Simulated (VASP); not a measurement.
Crystal: CrCuO2.

```xyz
4
Lattice="1.4916 0.8612 5.7189 -1.4916 0.8612 5.7189 0.0000 -1.7224 5.7189" Properties=species:S:1:pos:R:3 pbc="T T T"
Cr    0.0000    0.0000    8.5784
Cu    0.0000    0.0000    0.0000
O     0.0000    0.0000    1.8516
O     0.0000    0.0000   15.3052
```

* Program: VASP 6.6.1
* Task: relaxation of cell and atoms
* Functional: PBE
* Potentials or basis: VASP PAW PBE potentials, release 64 (Cr_pv, Cu, O)
* Cutoff: 600 eV
* k mesh: 14 × 14 × 14
* Occupations: gaussian, width 0.05 eV
* Spin: collinear spin, ferromagnetic start
* Starting moments: [4.0, 1.0, 0.0, 0.0] μB

At the start: pressure 2.8 GPa; volume 11.02 Å³/atom.

**Question.** Where does the relaxation end?

**Answer.** Over 5 steps the energy falls by 2.1 meV/atom and the volume is 11.24 Å³/atom (+2.0 %); space group R-3m (No. 166, to 0.1 Å) before and after; moment 3.00 μB per cell.

The path:
| step | energy change (eV) | largest force (eV/Å) | pressure (GPa) | volume (Å³) |
| --- | --- | --- | --- | --- |
| 1 | 0.0000 | 0.0745 | 2.79 | 44.08 |
| 2 | -0.0041 | 0.0759 | -1.84 | 45.31 |
| 3 | -0.0066 | 0.0752 | -0.12 | 44.83 |
| 4 | -0.0081 | 0.0366 | -0.04 | 44.90 |
| 5 | -0.0085 | 0.0066 | 0.02 | 44.95 |

Final structure:
```
Cr Cu O
1.0
     1.50653    0.86979    5.71715
    -1.50653    0.86979    5.71715
     0.00000   -1.73959    5.71715
Cr Cu O
1 1 2
Cartesian
  0.0000 0.0000 8.5757
  0.0000 0.0000 0.0000
  0.0000 0.0000 1.8598
  0.0000 0.0000 15.2916
```
